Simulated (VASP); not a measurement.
# O: single point with BLYP+D3(BJ)

O:

```
O
1.0
     0.00000    2.22261    2.22261
     2.22261    0.00000    2.22261
     2.22261    2.22261    0.00000
O
2
Direct
  0.25000 0.25000 0.25000
  0.00000 0.00000 0.00000
```

| Quantity | Value |
| --- | --- |
| Program | VASP 6.6.1 |
| Task | single point |
| Functional | BLYP |
| Dispersion | D3(BJ) |
| Potentials or basis | VASP PAW PBE potentials, release 64 (O) |
| Cutoff | 520 eV |
| k mesh | 8 × 8 × 8 |
| Occupations | fermi-dirac, width 0.1 eV |
| Spin | no spin polarisation |
| Dipole correction | no |
| Further INCAR settings | ALGO = Normal; EDIFF = 1e-06; NBANDS = 13 |

```
Pressure                   : -0.2 GPa
Band gap on the k mesh     : zero (band 6 reaches 0.69 eV, above the bottom of band 7 at -0.32 eV)
Dispersion energy per atom : -0.150 eV
```

Levels at points of the mesh, in eV from the Fermi level:
```csv
k point,band 3,band 4,band 5,band 6,band 7,band 8,band 9,band 10
"(0.00, 0.00, 0.00)",-3.59,-3.59,-3.59,-0.61,-0.61,-0.61,9.92,23.58
"(0.50, 0.00, 0.00)",-4.84,-4.47,-4.47,0.41,0.41,1.04,13.41,16.03
"(0.50, 0.50, 0.00)",-5.50,-5.50,-2.09,-2.09,1.60,1.60,13.50,13.50
```

Wall time 7.6 s on 1 thread of AMD EPYC 9R45 96-Core Processor (Zen 5), on a shared host, peak memory 0.11 GiB.

Caveat: the PAW data sets were made with another functional, which shifts forces and pressure a little; pairwise dispersion overbinds metals, which lowers pressure and volume.
